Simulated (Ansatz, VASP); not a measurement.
MgO in VASP and in Ansatz

```xyz
2
Lattice="0.0000 2.1022 2.1022 2.1022 0.0000 2.1022 2.1022 2.1022 0.0000" Properties=species:S:1:pos:R:3 pbc="T T T"
Mg    0.0000    0.0000    0.0000
O     2.1022    2.1022    2.1022
```

Alike in both runs: task single point; functional PBE-based screened hybrid with a share of 0.3 of exact exchange and HFSCREEN = 0.2078; k mesh 6 × 6 × 6; no spin polarisation.

|  | VASP | Ansatz |
| --- | --- | --- |
| version | VASP 6.6.1 | Ansatz 0.2.0 |
| potentials or method | VASP PAW PBE potentials, release 64 (Mg, O) | plane waves |
| plane-wave cutoff (eV) | 520 | 420 |
| occupations | gaussian, width 0.01 eV | fixed |
| valence electrons in the cell | 8 | 16 |

|  | VASP | Ansatz | Ansatz less VASP |
| --- | --- | --- | --- |
| gap on the k mesh at the Fermi level (eV) | 6.85 | 6.90 | +0.052 |
| pressure (GPa) | -1.7 | -1.5 | +0.20 |

VASP's potentials were made for PBE, not for PBE-based screened hybrid. VASP's potentials hold 8 valence electrons a cell and Ansatz's 16, so a difference there can come from the potentials and not from the codes. Ansatz's warnings: stress exchange threshold loose, stress scf threshold loose.

The k mesh is coarse, so the values compare programs but aren't converged.
